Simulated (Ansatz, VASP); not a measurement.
One calculation of MnS, two programs

```
Mn S
1.0
     1.83000    1.05655    2.97092
    -1.83000    1.05655    2.97092
     0.00000   -2.11310    2.97092
Mn S
1 1
Direct
  0.00000 0.00000 0.00000
  0.50000 0.50000 0.50000
```

Alike in both runs: task single point; functional PBE; k mesh 8 × 8 × 8; occupations fermi-dirac, width 0.05 eV; collinear spin; fixed moment 2 μB.

|  | VASP | Ansatz |
| --- | --- | --- |
| version | VASP 6.6.1 | Ansatz 0.2.0 |
| potentials or method | VASP PAW PBE potentials, release 64 (Mn_sv, S) | Ansatz PAW |
| plane-wave cutoff (eV) | 600 | 420 |
| valence electrons in the cell | 21 | 21 |

Ansatz gave:

- pressure (GPa): -19.0
- traceless stress, the component that is largest in VASP (GPa): 0.28
- net moment per atom (μB): 1.00
- size of the moment on the site where the two differ most (μB): 2.00

Question: What did VASP give for the same quantities?

Answer: Pressure (GPa): -19.8; traceless stress, the component that is largest in VASP (GPa): 0.28; net moment per atom (μB): 1.00; size of the moment on the site where the two differ most (μB): 1.93.

Site moments also hang on the region over which each program counts them. With one functional, cell and mesh, what is left measures potentials, basis and numerics.
